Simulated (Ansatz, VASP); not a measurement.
## Ge in VASP and in Ansatz

Contents of INCAR:

```
PREC = Accurate
ENCUT = 520
EDIFF = 1E-6
ISMEAR = -1
SIGMA = 0.05
LREAL = False
LASPH = True
NELM = 80
ALGO = Normal
ISIF = 2
LWAVE = False
LCHARG = False
NBANDS = 21
```

Contents of KPOINTS:

```
Automatic mesh
0
Gamma
  10 10 10
```

Contents of POSCAR:

```
Ge
1.0
    0.0000000000      2.8659949267      2.8659949267
    2.8659949267      0.0000000000      2.8659949267
    2.8659949267      2.8659949267      0.0000000000
Ge
2
Direct
    0.5000000000      0.5000000000      0.5000000000
    0.7500000000      0.7500000000      0.7500000000
```

Input for Ansatz:

```yaml
crystal:
  lattice:
    - [0.0, 2.8659949267, 2.8659949267]
    - [2.8659949267, 0.0, 2.8659949267]
    - [2.8659949267, 2.8659949267, 0.0]
  atoms:
    - { symbol: Ge, position: [0.5, 0.5, 0.5] }
    - { symbol: Ge, position: [0.75, 0.75, 0.75] }
kpoints:
  mp_grid: { grid: [10, 10, 10] }
  band_path:
    path:
      - [0.0, 0.0, 0.0]
      - [0.5, 0.0, 0.5]
      - [0.625, 0.25, 0.625]
      - [0.375, 0.375, 0.75]
      - [0.0, 0.0, 0.0]
      - [0.5, 0.5, 0.5]
      - [0.5, 0.25, 0.75]
      - [0.5, 0.0, 0.5]
    npoints: 5
scf:
  occupations: { method: fermi_dirac, width: 0.05 }
hamiltonian:
  xc: lda
  pseudopotentials: { kind: all_electron, lapw: { basis_error: 0.00025 } }
output:
  forces: true
  stress: true
  eigenvalues: true
```

Change from the starting cell: volume scaled by 1.04.

Alike in both runs: task single point; functional LDA; k mesh 10 × 10 × 10; occupations fermi-dirac, width 0.05 eV; no spin polarisation.

|  | VASP | Ansatz |
| --- | --- | --- |
| version | VASP 6.6.1 | Ansatz 0.2.0 |
| potentials or method | VASP PAW LDA potentials, release 64 (Ge_d), cutoff 520 eV | all-electron LAPW, scalar-relativistic |

```csv
,VASP,Ansatz,Ansatz less VASP
pressure (GPa),-3.5,-3.6,-0.11
```

LDA's correlation is that of Perdew and Zunger in VASP and of Perdew and Wang (1992) in Ansatz. Ansatz ran all-electron here, and VASP with PAW potentials.
